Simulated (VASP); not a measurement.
Write the native input for VASP 6.6.1 that does the following.

```
Task                   : single point
Functional             : PBE
Potentials or basis    : VASP PAW PBE potentials, release 64 (Hg, Te)
Cutoff                 : 520 eV
k mesh                 : 9 × 9 × 9
Occupations            : fermi-dirac, width 0.05 eV
Spin                   : no spin polarisation
Dipole correction      : no
Further INCAR settings : ALGO = Normal; EDIFF = 1e-06; NBANDS = 16
```

The structure of HgTe lies in POSCAR:

```
HgTe
1.0
    0.0000000000      3.2554179174      3.2554179174
    3.2554179174      0.0000000000      3.2554179174
    3.2554179174      3.2554179174      0.0000000000
Hg Te
1 1
Direct
    0.0000000000      0.0000000000      0.0000000000
    0.7500000000      0.7500000000      0.7500000000
```

This cell differs from its parent crystal: volume scaled by 1.03.

One way to write it, as run:

INCAR

```
PREC = Accurate
ENCUT = 520
EDIFF = 1E-6
ISMEAR = -1
SIGMA = 0.05
LREAL = F
LASPH = T
NELM = 100
ALGO = Normal
ISIF = 2
LWAVE = F
LCHARG = F
GGA = PE
NBANDS = 16
```

KPOINTS

```
Automatic mesh
0
Gamma
  9 9 9
```

Potentials or basis: VASP PAW PBE potentials, release 64 (Hg, Te).

Launch:

```console
$ cat potpaw_PBE.64/Hg/POTCAR potpaw_PBE.64/Te/POTCAR > POTCAR
$ mpirun -np 1 vasp_std > vasp.out
```

Results of the run:

The pressure is 2.6 GPa and the band gap on the k mesh is zero (filled and empty bands touch).

Caveat: spin-orbit coupling is left out, which moves the levels of the heavy elements.

It took 33 s on 1 thread of Intel(R) Xeon(R) Platinum 8488C (Sapphire Rapids) (shared host), peak memory 0.22 GiB.
